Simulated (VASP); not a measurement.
Write the native input for VASP 6.6.1 that does the following.

- Task: single point
- Functional: PBE
- Potentials or basis: VASP PAW PBE potentials, release 64 (Ga_d, Mo_sv)
- Cutoff: 520 eV
- k mesh: 7 × 7 × 7
- Occupations: gaussian, width 0.2 eV
- Spin: no spin polarisation
- Dipole correction: no
- Further INCAR settings: ALGO = Fast; EDIFF = 1e-06; NBANDS = 20

The structure of GaMo lies in POSCAR:

```
GaMo
1.0
    0.0000000000      2.5642279165      2.5642279165
    2.5642279165      0.0000000000      2.5642279165
    2.5642279165      2.5642279165      0.0000000000
Ga Mo
1 1
Direct
    0.5000000000      0.5000000000      0.5000000000
    0.0000000000      0.0000000000      0.0000000000
```

These files were run (other wordings do the same):

INCAR

```
SYSTEM = GaMo
ALGO     = Fast           ! electronic algorithm
EDIFF    = 1E-6           ! SCF threshold, eV
ENCUT    = 520            ! plane-wave cutoff, eV
GGA      = PE             ! functional
ISIF     = 2              ! what is computed and relaxed
ISMEAR   = 0              ! smearing method
LASPH    = .TRUE.         ! aspherical terms in the spheres
LCHARG   = .FALSE.        ! write CHGCAR
LREAL    = .FALSE.        ! projectors in reciprocal space
LWAVE    = .FALSE.        ! write WAVECAR
NBANDS   = 20             ! bands
NELM     = 100            ! most SCF steps
PREC     = Accurate       ! precision mode
SIGMA    = 0.2            ! smearing width, eV
```

KPOINTS

```
k-points
0
G
  7 7 7
  0 0 0
```

Potentials or basis: VASP PAW PBE potentials, release 64 (Ga_d, Mo_sv).

Command:

```bash
$ cat potpaw_PBE.64/Ga_d/POTCAR potpaw_PBE.64/Mo_sv/POTCAR > POTCAR
$ mpirun -np 1 vasp_std > vasp.out
```

It gave:

| Property | Result |
| --- | --- |
| Pressure | 0.2 GPa |

Run time: 21 s on 1 thread of Intel(R) Xeon(R) Platinum 8375C CPU @ 2.90GHz (Ice Lake), on a shared host, peak memory 0.16 GiB.
